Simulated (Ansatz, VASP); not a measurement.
# BO: VASP beside Ansatz

INCAR

```
  ALGO = Normal
  EDIFF = 1E-6
  EDIFFG = -0.04
  ENCUT = 600
  GGA = PE
  IBRION = 2
  ISIF = 3
  ISMEAR = 0
  LASPH = True
  LCHARG = False
  LREAL = False
  LWAVE = False
  NELM = 60
  NSW = 90
  PREC = Accurate
  SIGMA = 0.1
```

The input KPOINTS:

```
k-points
0
Gamma
  6 6 6
```

Contents of POSCAR:

```
BO
1.0
    1.3290808100      0.7673451600      2.2462279400
   -1.3290808100      0.7673451600      2.2462279400
    0.0000000000     -1.5346903200      2.2462279400
B O
1 1
Direct
    0.2421703400      0.2421703400      0.2421703400
    0.0000000000      0.0000000000      0.0000000000
```

Input for Ansatz:

```yaml
crystal:
  lattice:
    - [1.32908081, 0.76734516, 2.24622794]
    - [-1.32908081, 0.76734516, 2.24622794]
    - [0.0, -1.53469032, 2.24622794]
  atoms:
    - { symbol: B, position: [0.24217034, 0.24217034, 0.24217034] }
    - { symbol: O, position: [0.0, 0.0, 0.0] }
basis:
  ecutwfc: 420
kpoints:
  mp_grid: { grid: [6, 6, 6] }
hamiltonian:
  xc: pbe
scf:
  occupations: { method: gaussian, width: 0.1 }
  lower_state_search: "off"
output:
  forces: true
  stress: true
  eigenvalues: true
relax:
  adjacent_minimum: "off"
  f_tol: 0.04
  max_steps: 70
  cell: { stress_tol: 0.4 }
```

Alike in both runs: task relaxation of cell and atoms; functional PBE; k mesh 6 × 6 × 6; occupations gaussian, width 0.1 eV; no spin polarisation.

```csv
,VASP,Ansatz
version,VASP 6.6.1,Ansatz 0.2.0
potentials or method,"VASP PAW PBE potentials, release 64 (B, O), cutoff 600 eV","scalar-relativistic, plane waves, PAW"
valence electrons in the cell,9,9
```

```csv
,VASP,Ansatz,Ansatz less VASP
"gap on the k mesh at the Fermi level, each at its own relaxed structure (eV)",none,none,-
relaxed volume (Å³/atom),8.01,11.43,+3.422
relaxed length of the cell vector where the two differ most in proportion (Å),3.449,4.826,+1.3773
```

A gap of «none» marks a metal or a gap that the smearing closes. One of these differences is far larger than is usual between the two programs; its cause wasn't traced.

The k mesh is coarse, so the values compare programs but aren't converged. Noted on VASP's run: the volume moved by over 15 % at a fixed basis, so the end points are rough.
